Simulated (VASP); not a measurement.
HfSi3C3 (an interface model), 28 atoms in the cell. The cell holds layers of an interface, 28 atoms: a = 3.095 Å, b = 3.095 Å, c = 41.059 Å, α = 90.00°, β = 90.00°, γ = 120.00°. 

| Quantity | Value |
| --- | --- |
| Program | VASP 6.6.1 |
| Task | single point |
| Functional | PBE |
| Potentials or basis | VASP PAW PBE potentials, release 64 (Si, C, Hf_pv) |
| Cutoff | 520 eV |
| k mesh | 12 × 12 × 1 |
| Occupations | gaussian, width 0.1 eV |
| Spin | no spin polarisation |
| Dipole correction | no |
| Further INCAR settings | LREAL = Auto; ALGO = Fast; EDIFF = 1e-06; NBANDS = 88 |

Potentials or basis: VASP PAW PBE potentials, release 64 (Si, C, Hf_pv).

Launch:

```sh
$ cat potpaw_PBE.64/Si/POTCAR potpaw_PBE.64/C/POTCAR potpaw_PBE.64/Hf_pv/POTCAR > POTCAR
$ mpirun -np 1 vasp_std > vasp.out
```

Hardware: 1 thread of AMD EPYC 9R45 96-Core Processor (Zen 5), with other jobs on the host.

Problem. Estimate the wall time of this run.

Solution. Run time: 28 min on 1 thread of AMD EPYC 9R45 96-Core Processor (Zen 5), on a shared host, peak memory 0.63 GiB. Counts: scf iterations 46, k points 19.
